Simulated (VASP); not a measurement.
Set up this calculation in VASP 6.6.1, as the native input.

```
Task                   : single point
Functional             : PBE
Potentials or basis    : VASP PAW PBE potentials, release 64 (Ge_d)
Cutoff                 : 520 eV
k mesh                 : 3 × 3 × 6
Occupations            : gaussian, width 0.1 eV
Spin                   : no spin polarisation
Dipole correction      : no
Further INCAR settings : ALGO = Normal; EDIFF = 1e-07; NBANDS = 66
```

The structure of Ge lies in POSCAR:

```
Ge
1.0
    8.1062705032      0.0000000000      0.0000000000
   -4.0531352516      7.0202361857      0.0000000000
    0.0000000000      0.0000000000      2.9823158799
Ge
8
Direct
    0.3351280300      0.0000000000      0.0000000000
    0.0000000000      0.3351280300      0.0000000000
    0.6648719700      0.6648719700      0.0000000000
    0.6648719700      0.0000000000      0.0000000000
    0.0000000000      0.6648719700      0.0000000000
    0.3351280300      0.3351280300      0.0000000000
    0.3333333333      0.6666666667      0.5000000000
    0.6666666667      0.3333333333      0.5000000000
```

The cell was built from a structure type or drawn by symmetry, and may not be a known phase.

The input as run:

INCAR

```
  PREC = Accurate
  ENCUT = 520
  EDIFF = 1E-7
  ISMEAR = 0
  SIGMA = 0.1
  LREAL = F
  LASPH = T
  NELM = 100
  ALGO = Normal
  ISIF = 2
  LWAVE = F
  LCHARG = F
  GGA = PE
  NBANDS = 66
```

KPOINTS

```
Automatic mesh
0
Gamma
  3 3 6
```

Potentials or basis: VASP PAW PBE potentials, release 64 (Ge_d).

Command:

```bash
$ cat potpaw_PBE.64/Ge_d/POTCAR > POTCAR
$ mpirun -np 1 vasp_std > vasp.out
```

Results of the run:

* Pressure: -0.1 GPa
* Largest force: 0.008 eV/Å
* Band gap on the k mesh: zero (bands 56 and 57 overlap by 3.67 eV)

Wall time 72 s on 1 thread of Intel(R) Xeon(R) 6975P-C (Granite Rapids) (shared host), peak memory 0.32 GiB.
